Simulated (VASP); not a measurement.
Here is a VASP 6.6.1 calculation.

File INCAR:

```
SYSTEM = NaH
PREC = Accurate
ENCUT = 520
EDIFF = 1E-6
ISMEAR = 0
SIGMA = 0.02
LREAL = .FALSE.
LASPH = .TRUE.
NELM = 60
ALGO = Normal
ISIF = 2
LWAVE = .FALSE.
LCHARG = .FALSE.
GGA = PE
NBANDS = 11
```

The input KPOINTS:

```
regular mesh
0
G
  8 8 8
  0 0 0
```

The input POSCAR:

```
NaH
1.0
    0.0000000000      2.4157897303      2.4157897303
    2.4157897303      0.0000000000      2.4157897303
    2.4157897303      2.4157897303      0.0000000000
Na H
1 1
Direct
    0.5000000000      0.5000000000      0.5000000000
    0.0000000000      0.0000000000      0.0000000000
```

Potentials or basis: VASP PAW PBE potentials, release 64 (Na_pv, H).

Launch:

```bash
$ cat potpaw_PBE.64/Na_pv/POTCAR potpaw_PBE.64/H/POTCAR > POTCAR
$ mpirun -np 1 vasp_std > vasp.out
```

(1) Predict the band gap on the k mesh.

(2) Predict the pressure.

Answers

(1) 3.76 eV, indirect (least direct gap 4.62 eV).

(2) 0.0 GPa.
